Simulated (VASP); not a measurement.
# CoO (Fm-3m) in VASP: a series of runs, part 2 of 2

VASP 6.6.1.

### 3 Single point, LDA+U, collinear spin, ferromagnetic start (9.10 Å³/atom)

This run uses another cell than the first one, of 9.10 Å³/atom.

File INCAR:

```
PREC     = Accurate       # precision mode
ENCUT    = 1340           # plane-wave cutoff, eV
EDIFF    = 1E-6           # SCF threshold, eV
ISMEAR   = 0              # smearing method
SIGMA    = 0.05           # smearing width, eV
LREAL    = False          # projectors in reciprocal space
LASPH    = True           # aspherical terms in the spheres
NELM     = 200            # most SCF steps
ALGO     = Normal         # electronic algorithm
ISIF     = 2              # what is computed and relaxed
LWAVE    = False          # write WAVECAR
LCHARG   = False          # write CHGCAR
ISPIN    = 2              # spin polarisation
MAGMOM   = 2.8 0.31       # initial moments
LORBIT   = 11             # projections on sites
LMAXMIX  = 4              # l up to which the mixer works
LDAU     = True           # DFT+U
LDAUTYPE = 2            
LDAUL    = 2 -1           # shell
LDAUU    = 3.3 0          # U, eV
LDAUJ    = 0 0          
LDAUPRINT= 1            
NBANDS   = 22             # bands
GGA_COMPAT= False
```

File KPOINTS:

```
regular mesh
0
Gamma
  10 10 10
```

File POSCAR:

```
CoO
1.0
    0.0000000000      2.0874238993      2.0874238993
    2.0874238993      0.0000000000      2.0874238993
    2.0874238993      2.0874238993      0.0000000000
Co O
1 1
Direct
    0.0000000000      0.0000000000      0.0000000000
    0.5000000000      0.5000000000      0.5000000000
```

Potentials or basis: VASP PAW LDA potentials, release 64 (Co_sv, O_h).

Run with:

```bash
> cat potpaw_LDA.64/Co_sv/POTCAR potpaw_LDA.64/O_h/POTCAR > POTCAR
> mpirun -np 1 vasp_std > vasp.out
```

OUTCAR:

```text
PREC = Accurate
   ENCUT = 1340
   EDIFF = 1E-6
   ISMEAR = 0
   LREAL = False
   LASPH = True
   NELM = 200
   ISIF = 2
   ISPIN = 2
   LORBIT = 11

 ion  position               nearest neighbor table
   1  0.000  0.000  0.000-
   2  0.500  0.500  0.500-

  LATTYP: Found a face centered cubic cell.
 ALAT       =     4.1748477986

  Lattice vectors:

 A1 = (   0.0000000000,   2.0874238993,   2.0874238993)
 A2 = (   2.0874238993,   0.0000000000,   2.0874238993)
 A3 = (   2.0874238993,   2.0874238993,   0.0000000000)

Analysis of symmetry for initial positions (statically):
=====================================================================
 Subroutine PRICEL returns:
 Original cell was already a primitive cell.

 Routine SETGRP: Setting up the symmetry group for a
 face centered cubic supercell.

 Subroutine GETGRP returns: Found 48 space group operations
 (whereof 48 operations were pure point group operations)
 out of a pool of 48 trial point group operations.

The static configuration has the point symmetry O_h .

Analysis of symmetry for dynamics (positions and initial velocities):
=====================================================================
 Subroutine PRICEL returns:
 Original cell was already a primitive cell.

 Routine SETGRP: Setting up the symmetry group for a
 face centered cubic supercell.

 Subroutine GETGRP returns: Found 48 space group operations
 (whereof 48 operations were pure point group operations)
 out of a pool of 48 trial point group operations.

The dynamic configuration has the point symmetry O_h .

[... 183 lines left out ...]
  o =  0.9216  v =  0.0000 -0.5574 -0.0000 -0.8302 -0.0000  0.0000  0.0000  0.0000  0.0000  0.0000      0.0000  0.0000  0.0000  0.0000  0.0000  0.0000  0.0000  0.0000  0.0000  0.0000
  o =  0.9570  v =  0.0000  0.0000  0.9996 -0.0000 -0.0284  0.0000  0.0000  0.0000  0.0000  0.0000      0.0000  0.0000  0.0000  0.0000  0.0000  0.0000  0.0000  0.0000  0.0000  0.0000
  o =  0.9570  v =  0.0000 -0.0000  0.0284 -0.0000  0.9996  0.0000  0.0000  0.0000  0.0000  0.0000      0.0000  0.0000  0.0000  0.0000  0.0000  0.0000  0.0000  0.0000  0.0000  0.0000

 number of electron      23.0000003 magnetization       2.9997955

 Free energy of the ion-electron system (eV)
  ---------------------------------------------------
  ext. energy  EPLUGINS =         0.00000000
  ---------------------------------------------------
  free energy    TOTEN  =       -12.61115432 eV

  energy without entropy =      -12.60671356  energy(sigma->0) =      -12.60893394

 E-fermi :   9.6294     XC(G=0): -13.5673

 val. band max:        9.6160701079   @ k =   0.4000   0.2000   0.1000
 cond. band min:       9.6301489020   @ k =  -0.4000   0.4000   0.0000
 fundamental gap:      0.0140787941
 Fermi energy:         9.6294277356

 spin component 1

 k-point     1 :       0.0000    0.0000    0.0000
  band No.  band energies     occupation
      1     -86.0498      1.00000
      2     -49.8564      1.00000
      3     -49.8564      1.00000
      4     -49.8564      1.00000
      5     -10.5061      1.00000
      6       5.1604      1.00000
[... 1193 lines left out ...]
     21      40.6421      0.00000
     22      41.7879      0.00000

 [... further k-points ...]

------------------------ aborting loop because EDIFF is reached ----------------------------------------

  FORCE on cell =-STRESS in cart. coord.  units (eV):
  Direction    XX          YY          ZZ          XY          YZ          ZX
  --------------------------------------------------------------------------------------
  -------------------------------------------------------------------------------------
  Total       -0.6401259     -0.6401259     -0.6401259      0.0000000      0.0000000      0.0000000
  in kB      -56.3785652    -56.3785652    -56.3785652      0.0000000      0.0000000      0.0000000
  external PRESSURE =     -56.3785652 kB  Pullay stress =       0.0000000 kB

 VOLUME and BASIS-vectors are now :
 -----------------------------------------------------------------------------
  energy-cutoff  :     1340.00
  volume of cell :       18.19
      direct lattice vectors                 reciprocal lattice vectors
     0.000000000  2.087423899  2.087423899    -0.239529690  0.239529690  0.239529690
     2.087423899  0.000000000  2.087423899     0.239529690 -0.239529690  0.239529690
     2.087423899  2.087423899  0.000000000     0.239529690  0.239529690 -0.239529690

 POSITION                                       TOTAL-FORCE (eV/Angst)
 -----------------------------------------------------------------------------------
      0.00000      0.00000      0.00000         0.000000     -0.000000      0.000000
      2.08742      2.08742      2.08742        -0.000000      0.000000     -0.000000
 -----------------------------------------------------------------------------------
    total drift:                                0.000000      0.000000      0.000000

  FREE ENERGIE OF THE ION-ELECTRON SYSTEM (eV)
  ---------------------------------------------------
  free  energy   TOTEN  =       -12.6111543182 eV

  energy  without entropy=      -12.6067135582  energy(sigma->0) =      -12.60893394

 total charge

# of ion       s       p       d       tot
------------------------------------------
    1        2.154   6.075   6.700  14.929
    2        1.021   2.322   0.000   3.344
--------------------------------------------------
tot          3.176   8.397   6.700  18.273

 magnetization (x)

# of ion       s       p       d       tot
------------------------------------------
    1        0.013   0.011   2.627   2.650
    2        0.027   0.194   0.000   0.221
--------------------------------------------------
tot          0.040   0.205   2.627   2.871
```

stdout:

```text
POSCAR found type information on POSCAR CoO
 POSCAR found :  2 types and       2 ions
 scaLAPACK will be used
 LDA part: xc-table for (Slater(with rela. corr.)+CA(PZ))
 , standard interpolation
 POSCAR, INCAR and KPOINTS ok, starting setup
 FFT: planning ... GRIDC
 FFT: planning ... GRID_SOFT
 FFT: planning ... GRID
 WAVECAR not read
 entering main loop
```

It took 1.9 min on 1 thread of Intel Xeon Platinum 8375C at 2.90GHz (Ice Lake), shared host; peak memory 0.26 GiB.

What came out:

```yaml
Free_energy: -12.6112 eV
Pressure: -5.6 GPa
Band_gap_on_the_k_mesh: zero (filled and empty bands overlap)
Net_moment: 3.00 μB per cell
Site_moments: Co +2.65; O +0.22 μB
Valence_electrons_inside_the_program's_atomic_spheres: Co 14.93; O 3.34
```

Levels at points of the mesh, in eV from the Fermi level:
Spin up:
| k point | band 11 | band 12 | band 13 | band 14 | band 15 | band 16 |
| --- | --- | --- | --- | --- | --- | --- |
| (0.00, 0.00, 0.00) | -3.00 | -3.00 | -3.00 | 1.62 | 17.04 | 18.19 |
| (0.50, 0.00, 0.00) | -2.66 | -0.11 | -0.11 | 5.32 | 10.07 | 13.82 |
| (0.50, 0.50, 0.00) | -3.37 | -3.20 | -3.20 | 6.33 | 10.38 | 11.58 |
Spin down:
| k point | band 6 | band 7 | band 8 | band 9 | band 10 | band 11 | band 12 | band 13 | band 14 | band 15 |
| --- | --- | --- | --- | --- | --- | --- | --- | --- | --- | --- |
| (0.00, 0.00, 0.00) | -2.46 | -2.46 | -2.46 | -1.27 | -1.27 | -1.27 | 0.95 | 0.95 | 2.14 | 17.08 |
| (0.50, 0.00, 0.00) | -7.94 | -4.59 | -4.59 | -0.12 | -0.12 | 0.21 | 3.76 | 3.76 | 5.66 | 10.83 |
| (0.50, 0.50, 0.00) | -6.61 | -3.82 | -3.82 | -2.53 | 0.11 | 0.11 | 1.51 | 2.11 | 7.11 | 10.85 |

Eigenvalues of the final occupation matrices:
| site | spin | trace | eigenvalues |
| --- | --- | --- | --- |
| site 1 d | 1 | 4.68 | 0.92 0.92 0.92 0.96 0.96 |
| site 1 d | 2 | 2.05 | 0.12 0.12 0.60 0.60 0.60 |

Caveat: the cell stands under tension; a cell with one magnetic atom can't hold antiferromagnetic order, which such compounds often take.
